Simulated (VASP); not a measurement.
**Ga: electric field gradients with PBEsol**

Crystal: Ga.

```
Ga
1.0
     1.40568   -4.09252    0.00000
     1.40568    4.09252    0.00000
    -0.11938    0.00000    3.38453
Ga
2
Direct
  0.86900 0.13100 0.25000
  0.13100 0.86900 0.75000
```

```
Program                : VASP 6.6.1
Task                   : electric field gradients
Functional             : PBEsol
Potentials or basis    : VASP PAW PBE potentials, release 64 (Ga_d)
Cutoff                 : 520 eV
k mesh                 : 14 × 14 × 11
Occupations            : fermi-dirac, width 0.03 eV
Spin                   : no spin polarisation
Dipole correction      : no
Further INCAR settings : ALGO = Normal; EDIFF = 1e-08; NBANDS = 20
```

```json
{
 "Pressure": "-4.0 GPa",
 "Largest force": "0.157 eV/Å",
 "Band gap on the k mesh": "zero (bands 13 and 14 overlap by 7.68 eV)",
 "Largest electric field gradient by atom": "Ga +23.0 V/Å²"
}
```

Forces on the atoms (eV/Å):
```
Ga   0.000  0.157  0.000
Ga   0.000 -0.157  0.000
```

Stress tensor (GPa, compression positive):
```
-4.01  0.00 -0.05
 0.00 -3.98  0.00
-0.05  0.00 -4.04
```

Levels at points of the mesh, in eV from the Fermi level:
```csv
k point,band 11,band 12,band 13,band 14,band 15,band 16
"(0.00, 0.00, 0.00)",-10.86,-1.95,-1.76,1.62,5.35,9.33
"(0.50, 0.00, 0.00)",-5.94,-4.82,-1.24,-0.09,5.55,6.30
"(0.50, 0.50, 0.00)",-8.81,-8.33,3.89,4.44,5.54,5.77
```

Electric field gradients, principal values (V/Å²):
```tsv
atom	least	middle	greatest (by size)
1 Ga	-5.916	-17.070	22.985
2 Ga	-5.916	-17.070	22.985
```

Run time: 5.4 min on 1 thread of Intel(R) Xeon(R) Platinum 8375C CPU @ 2.90GHz (Ice Lake) (shared host), peak memory 0.45 GiB.

Caveat: the cell stands under tension; without QUAD_EFG the Cq values of the log hold for a quadrupole moment of 1 mb, not for the nuclei; the PAW data sets were made with another functional, which shifts forces and pressure a little.
